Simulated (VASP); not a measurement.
# InSb3 (Pm-3m) in VASP: further runs, part 2 of 2

VASP 6.6.1.

### 3 Single point, PBE+U

This run uses another cell than the first one, of 21.37 Å³/atom.

The input, INCAR:

```
SYSTEM = InSb3
  PREC = Accurate
  ENCUT = 520
  EDIFF = 1E-6
  ISMEAR = 0
  SIGMA = 0.1
  LREAL = .False.
  LASPH = .True.
  NELM = 150
  ALGO = Normal
  ISIF = 2
  LWAVE = .False.
  LCHARG = .True.
  LDAU = .True.
  LDAUTYPE = 2
  LDAUL = 2 -1
  LDAUU = 0.54 0
  LDAUJ = 0 0
  LDAUPRINT = 1
  GGA = PE
  LELF = .True.
  LVHAR = .True.
  NBANDS = 22
  ISYM = 0
```

The input, KPOINTS:

```
Automatic mesh
0
Gamma
  4 5 1
  0 0 0
```

The input, POSCAR:

```
InSb3
1.0
    4.4053508715      0.0000000000      0.0000000000
    0.0000000000      4.4053508715      0.0000000000
    0.0000000000      0.0000000000      4.4053508715
In Sb
1 3
Direct
    0.0000000000      0.0000000000      0.0000000000
    0.5000000000      0.0000000000      0.5000000000
    0.0000000000      0.5000000000      0.5000000000
    0.5000000000      0.5000000000      0.0000000000
```

Potentials or basis: VASP PAW PBE potentials, release 64 (In_d, Sb).

On the command line:

```console
cat potpaw_PBE.64/In_d/POTCAR potpaw_PBE.64/Sb/POTCAR > POTCAR
mpirun -np 1 vasp_std > vasp.out
```

OUTCAR:

```text
SYSTEM = InSb3
   PREC = Accurate
   ENCUT = 520
   EDIFF = 1E-6
   ISMEAR = 0
   LREAL = .False.
   LASPH = .True.
   NELM = 150
   ISIF = 2
   GGA = PE
   ISYM = 0

 ion  position               nearest neighbor table
   1  0.000  0.000  0.000-   2 3.12   3 3.12   4 3.12   2 3.12   3 3.12   3 3.12   4 3.12   3 3.12
                             2 3.12   4 3.12   2 3.12   4 3.12
   2  0.500  0.000  0.500-   1 3.12   3 3.12   4 3.12   1 3.12   4 3.12   3 3.12   4 3.12   4 3.12
                             1 3.12   3 3.12   1 3.12   3 3.12
   3  0.000  0.500  0.500-   1 3.12   2 3.12   4 3.12   1 3.12   4 3.12   1 3.12   2 3.12   1 3.12
                             2 3.12   4 3.12   4 3.12   2 3.12
   4  0.500  0.500  0.000-   1 3.12   2 3.12   3 3.12   2 3.12   3 3.12   1 3.12   2 3.12   2 3.12
                             1 3.12   3 3.12   3 3.12   1 3.12

IMPORTANT INFORMATION: All symmetrisations will be switched off!
NOSYMM: (Re-)initialisation of all symmetry stuff for point group C_1.

----------------------------------------------------------------------------------------

                                     Primitive cell

  volume of cell :      85.4952

[... 189 lines left out ...]
 cond. band min:      11.2755536829   @ k =   0.2500   0.4000   0.0000
 fundamental gap:      0.1179665192
 Fermi energy:        11.1706357639

 k-point     1 :       0.0000    0.0000    0.0000
  band No.  band energies     occupation
      1      -3.9312      2.00000
      2      -3.9093      2.00000
      3      -3.8751      2.00000
      4      -3.8726      2.00000
      5      -3.8632      2.00000
      6      -2.8299      2.00000
[... 264 lines left out ...]
     21      18.5869      0.00000
     22      19.2442      0.00000

------------------------ aborting loop because EDIFF is reached ----------------------------------------

  FORCE on cell =-STRESS in cart. coord.  units (eV):
  Direction    XX          YY          ZZ          XY          YZ          ZX
  --------------------------------------------------------------------------------------
  -------------------------------------------------------------------------------------
  Total        8.7690211      4.8031976     37.3521066     -0.0000113      0.0000184     -0.0000099
  in kB      164.3312591     90.0118159    699.9776455     -0.0002120      0.0003442     -0.0001861
  external PRESSURE =     318.1069068 kB  Pullay stress =       0.0000000 kB

 VOLUME and BASIS-vectors are now :
 -----------------------------------------------------------------------------
  energy-cutoff  :      520.00
  volume of cell :       85.50
      direct lattice vectors                 reciprocal lattice vectors
     4.405350871  0.000000000  0.000000000     0.226996675  0.000000000  0.000000000
     0.000000000  4.405350871  0.000000000     0.000000000  0.226996675  0.000000000
     0.000000000  0.000000000  4.405350871     0.000000000  0.000000000  0.226996675

 POSITION                                       TOTAL-FORCE (eV/Angst)
 -----------------------------------------------------------------------------------
      0.00000      0.00000      0.00000        -0.000000     -0.000021     -0.000015
      2.20268      0.00000      2.20268        -0.000001      0.000007      0.000005
      0.00000      2.20268      2.20268         0.000001      0.000006      0.000005
      2.20268      2.20268      0.00000         0.000000      0.000008      0.000005
 -----------------------------------------------------------------------------------
    total drift:                               -0.000001     -0.000029     -0.000022

  FREE ENERGIE OF THE ION-ELECTRON SYSTEM (eV)
  ---------------------------------------------------
  free  energy   TOTEN  =        -9.0014024066 eV

  energy  without entropy=       -8.9869462392  energy(sigma->0) =       -8.99417432
```

OSZICAR:

```text
N       E                     dE             d eps       ncg     rms          rms(c)
DAV:   1     0.211240391714E+03    0.21124E+03   -0.11443E+04   484   0.126E+03
DAV:   2     0.878705674085E+01   -0.20245E+03   -0.19512E+03   556   0.315E+02
DAV:   3    -0.851348655479E+01   -0.17301E+02   -0.16557E+02   574   0.911E+01
DAV:   4    -0.910123719529E+01   -0.58775E+00   -0.58592E+00   552   0.174E+01
DAV:   5    -0.912827377577E+01   -0.27037E-01   -0.27031E-01   730   0.381E+00    0.556E+00
DAV:   6    -0.902694418265E+01    0.10133E+00   -0.14253E-01   636   0.580E+00    0.327E+00
DAV:   7    -0.900290720573E+01    0.24037E-01   -0.67262E-02   758   0.266E+00    0.585E-01
DAV:   8    -0.900144057049E+01    0.14666E-02   -0.72444E-03   624   0.109E+00    0.225E-01
DAV:   9    -0.900139901180E+01    0.41559E-04   -0.43873E-04   606   0.156E-01    0.652E-02
DAV:  10    -0.900140273318E+01   -0.37214E-05   -0.36196E-05   692   0.471E-02    0.215E-02
DAV:  11    -0.900140158106E+01    0.11521E-05   -0.25275E-06   556   0.114E-02    0.516E-03
DAV:  12    -0.900140240663E+01   -0.82557E-06   -0.63491E-07   374   0.755E-03
   1 F= -.90014024E+01 E0= -.89941743E+01  d E =-.144562E-01
```

stdout:

```text
POSCAR found type information on POSCAR InSb
 POSCAR found :  2 types and       4 ions
 scaLAPACK will be used
 LDA part: xc-table for (Slater+PW92), standard interpolation
 -----------------------------------------------------------------------------
|                                                                             |
|           W    W    AA    RRRRR   N    N  II  N    N   GGGG   !!!           |
|           W    W   A  A   R    R  NN   N  II  NN   N  G    G  !!!           |
|           W    W  A    A  R    R  N N  N  II  N N  N  G       !!!           |
|           W WW W  AAAAAA  RRRRR   N  N N  II  N  N N  G  GGG   !            |
|           WW  WW  A    A  R   R   N   NN  II  N   NN  G    G                |
|           W    W  A    A  R    R  N    N  II  N    N   GGGG   !!!           |
|                                                                             |
|     Your reciprocal lattice and k-lattice belong to different lattice       |
|     classes:                                                                |
|                                                                             |
|        The reciprocal lattice is simple cubic,                              |
|        whereas your k-lattice is simple orthorhombic.                       |
|                                                                             |
|     Results are often still useful ...                                      |
|                                                                             |
 -----------------------------------------------------------------------------

 POSCAR, INCAR and KPOINTS ok, starting setup
 FFT: planning ... GRIDC
 FFT: planning ... GRID_SOFT
 FFT: planning ... GRID
 WAVECAR not read
 entering main loop
```

Run time: 15 s. Hardware: 1 thread of Intel Xeon 6455B, shared host; peak memory 0.21 GiB.

Results:

```
Free energy            : -9.0014 eV
Pressure               : 31.8 GPa
Band gap on the k mesh : zero (bands 14 and 15 overlap by 2.02 eV)
```

Eigenvalues of the final occupation matrices:
```
    site  spin  trace               eigenvalues
site 1 d     1   4.97  0.99 0.99 0.99 0.99 1.00
site 1 d     2   4.97  0.99 0.99 0.99 0.99 1.00
```

Caveat: the k points lie up to 1.43 Å⁻¹ apart, too coarse for converged energies and pressures of a metal; spin-orbit coupling is left out, which moves the levels of the heavy elements; U without spin polarisation on a metal has little footing; the U is typed as a test and isn't derived for this compound.

### 4 Single point, PBE

This run uses another cell than the first one, of 24.65 Å³/atom.

The input, INCAR:

```
SYSTEM = InSb3
PREC = Accurate
ENCUT = 520
EDIFF = 1E-7
ISMEAR = 0
SIGMA = 0.1
LREAL = .False.
LASPH = .True.
NELM = 60
ALGO = Normal
ISIF = 2
LWAVE = .False.
LCHARG = .False.
GGA = PE
NBANDS = 22
```

The input, KPOINTS:

```
regular mesh
0
Gamma
  6 6 6
  0 0 0
```

The input, POSCAR:

```
InSb3
1.0
    4.6197795397      0.0000000000      0.0000000000
    0.0000000000      4.6197795397      0.0000000000
    0.0000000000      0.0000000000      4.6197795397
In Sb
1 3
Direct
    0.0000000000      0.0000000000      0.0000000000
    0.5000000000      0.0000000000      0.5000000000
    0.0000000000      0.5000000000      0.5000000000
    0.5000000000      0.5000000000      0.0000000000
```

On the command line:

```console
cat potpaw_PBE.64/In_d/POTCAR potpaw_PBE.64/Sb/POTCAR > POTCAR
mpirun -np 1 vasp_std > vasp.out
```

Wall time 31 s (1 thread of Intel Xeon 6455B, shared host); peak memory 0.22 GiB.

It converged, with:

```yaml
Free_energy: -13.9590 eV
Pressure: 8.2 GPa
Band_gap_on_the_k_mesh: zero (bands 14 and 15 overlap by 5.38 eV)
```

Levels at points of the mesh, in eV from the Fermi level:
```tsv
k point	band 12	band 13	band 14	band 15	band 16	band 17
(0.00, 0.00, 0.00)	-3.55	0.54	0.54	0.54	1.91	1.91
(0.50, 0.00, 0.00)	-2.42	-2.42	-1.30	-1.03	2.53	2.53
(0.50, 0.50, 0.00)	-1.63	-1.53	-1.23	-1.23	-0.23	0.92
(0.50, 0.50, 0.50)	-5.64	-5.03	4.15	4.15	4.23	4.23
```

Caveat: the cell stands under pressure; spin-orbit coupling is left out, which moves the levels of the heavy elements.

### 5 Single point, PBE

This run uses another cell than the first one, of 27.76 Å³/atom.

The input, INCAR:

```
SYSTEM = InSb3
PREC     = Accurate       ! precision mode
ENCUT    = 520            ! plane-wave cutoff, eV
EDIFF    = 1E-6           ! SCF threshold, eV
ISMEAR   = -1             ! smearing method
SIGMA    = 0.069          ! smearing width, eV
LREAL    = .FALSE.        ! projectors in reciprocal space
LASPH    = .TRUE.         ! aspherical terms in the spheres
NELM     = 60             ! most SCF steps
ALGO     = Normal         ! electronic algorithm
ISIF     = 2              ! what is computed and relaxed
LWAVE    = .FALSE.        ! write WAVECAR
LCHARG   = .FALSE.        ! write CHGCAR
GGA      = PE             ! functional
NBANDS   = 22             ! bands
```

The input, KPOINTS:

```
regular mesh
0
G
  6 6 6
  0 0 0
```

The input, POSCAR:

```
InSb3
1.0
    4.8063670000      0.0000000000      0.0000000000
    0.0000000000      4.8063670000      0.0000000000
    0.0000000000      0.0000000000      4.8063670000
In Sb
1 3
Direct
    0.0000000000      0.0000000000      0.0000000000
    0.5000000000      0.0000000000      0.5000000000
    0.0000000000      0.5000000000      0.5000000000
    0.5000000000      0.5000000000      0.0000000000
```

On the command line:

```console
cat potpaw_PBE.64/In_d/POTCAR potpaw_PBE.64/Sb/POTCAR > POTCAR
mpirun -np 1 vasp_std > vasp.out
```

It took 24 s on 1 thread of Intel Xeon 6455B, shared host; peak memory 0.22 GiB.

It converged, with:

| Quantity | Value |
| --- | --- |
| Free energy | -14.2625 eV |
| Pressure | 0.1 GPa |
| Band gap on the k mesh | zero (bands 14 and 15 overlap by 4.62 eV) |

Levels at points of the mesh, in eV from the Fermi level:
```
           k point  band 11  band 12  band 13  band 14  band 15  band 16  band 17  band 18
(0.00, 0.00, 0.00)    -4.29    -3.59     0.43     0.43     0.43     1.73     1.73     1.73
(0.50, 0.00, 0.00)    -2.90    -2.11    -2.11    -1.12    -0.85     1.98     2.16     2.16
(0.50, 0.50, 0.00)    -1.64    -1.64    -1.35    -1.12    -1.12    -0.47     1.04     3.26
(0.50, 0.50, 0.50)    -4.98    -4.98    -4.79     3.50     3.50     3.55     3.55     3.55
```

Caveat: spin-orbit coupling is left out, which moves the levels of the heavy elements.

### 6 Overview

```csv
level,U,cell,k mesh,smearing,gap on the mesh (eV),pressure (GPa)
PBE,-,"a = 4.870 Å, 4 atoms",4 × 4 × 4,methfessel-paxton 0.136057 eV,none,-1.6
PBE+U,In d U = 0.54 eV,"a = 4.405 Å, 4 atoms",4 × 5 × 1,gaussian 0.1 eV,none,31.8
PBE,-,"a = 4.620 Å, 4 atoms",6 × 6 × 6,gaussian 0.1 eV,none,8.2
PBE,-,"a = 4.806 Å, 4 atoms",6 × 6 × 6,fermi-dirac 0.069 eV,none,0.1
```

Alike in all rows: task single point; potentials or basis VASP PAW PBE potentials, release 64 (In_d, Sb); no spin polarisation; cutoff (eV) 520.

Caveats: some runs use coarse meshes; spin-orbit coupling is left out, which moves the levels of the heavy elements; U without spin polarisation on a metal has little footing (at least some runs); the U is typed as a test and isn't derived for this compound (at least some runs); the cell stands under pressure (at least some runs).

Absolute energies hang on the potentials; compare differences alone.
